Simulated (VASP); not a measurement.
Input of a VASP 6.6.1 run:

INCAR

```
SYSTEM = Rb
PREC = Accurate ; ENCUT = 600
EDIFF = 1E-6 ; ISMEAR = -1
SIGMA = 0.08 ; LREAL = .False.
LASPH = .True. ; NELM = 60
ALGO = Normal ; ISIF = 3
LWAVE = .False. ; LCHARG = .False.
GGA = PE ; IBRION = 2
NSW = 32 ; EDIFFG = -0.005
PSTRESS = 4.3
```

Contents of KPOINTS:

```
Automatic mesh
0
Gamma
  10 10 9
  0 0 0
```

POSCAR

```
Rb
1.0
    4.6764455201      0.0000000000      0.0000000000
   -2.3382227601      4.0499206198      0.0000000000
    0.0000000000      0.0000000000      4.3838772868
Rb
1
Direct
    0.0000000000      0.0000000000      0.0000000000
```

Potentials or basis: VASP PAW PBE potentials, release 64 (Rb_sv).

Command:

```sh
$ cat potpaw_PBE.64/Rb_sv/POTCAR > POTCAR
$ mpirun -np 1 vasp_std > vasp.out
```

Q: Estimate the band gap on the k mesh.

A: Zero (an odd number of electrons rules out a gap without spin polarisation).

Final structure:
```xyz
1
Lattice="4.6764 0.0000 0.0000 -2.3382 4.0499 0.0000 0.0000 0.0000 4.3839" Properties=species:S:1:pos:R:3 pbc="T T T"
Rb    0.0000    0.0000    0.0000
```

Caveat: the relaxation stopped at its first step, so nothing moved.
